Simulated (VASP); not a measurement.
Write the native input for VASP 6.6.1 that does the following.

- Task: single point
- Functional: PBE
- Potentials or basis: VASP PAW PBE potentials, release 64 (Be, Co)
- Cutoff: 520 eV
- k mesh: 6 × 6 × 6
- Occupations: gaussian, width 0.1 eV
- Spin: collinear spin, ferromagnetic start
- Starting moments: [0.0, 0.0, 1.19] μB
- Dipole correction: no
- Further INCAR settings: ALGO = Fast; EDIFF = 1e-06; NBANDS = 18

The structure of Be2Co lies in POSCAR:

```
Be2Co
1.0
    0.0000000000      1.9194920000      5.3325430000
    1.3384940000      0.0000000000      5.3325430000
    1.3384940000      1.9194920000      0.0000000000
Be Co
2 1
Direct
    0.8450580000      1.1480580000      1.6629420000
    1.1729420000      1.4759420000      1.3350580000
    0.5090000000      0.8120000000      0.9990000000
```

These files were run (other wordings do the same):

INCAR

```
PREC = Accurate ; ENCUT = 520
EDIFF = 1E-6 ; ISMEAR = 0
SIGMA = 0.1 ; LREAL = False
LASPH = True ; NELM = 150
ALGO = Fast ; ISIF = 2
LWAVE = False ; LCHARG = True
ISPIN = 2 ; MAGMOM = 0 0 1.19
LORBIT = 11 ; LMAXMIX = 4
GGA = PE ; LELF = True
LVHAR = True ; NBANDS = 18
```

KPOINTS

```
Automatic mesh
0
Gamma
  6 6 6
```

Potentials or basis: VASP PAW PBE potentials, release 64 (Be, Co).

Run with:

```sh
$ cat potpaw_PBE.64/Be/POTCAR potpaw_PBE.64/Co/POTCAR > POTCAR
$ mpirun -np 1 vasp_std > vasp.out
```

Results of the run:

```json
{
 "Pressure": "-0.7 GPa",
 "Largest force": "0.105 eV/Å",
 "Net moment": "1.05 μB per cell",
 "Site moments": "Be -0.01; Co +1.07 μB",
 "Valence electrons inside the program's atomic spheres": "Be 1.06; Co 8.51"
}
```

Caveat: the k points lie up to 0.49 Å⁻¹ apart.

Wall time 62 s on 1 thread of Intel(R) Xeon(R) Platinum 8488C (Sapphire Rapids) (shared host), peak memory 0.21 GiB.
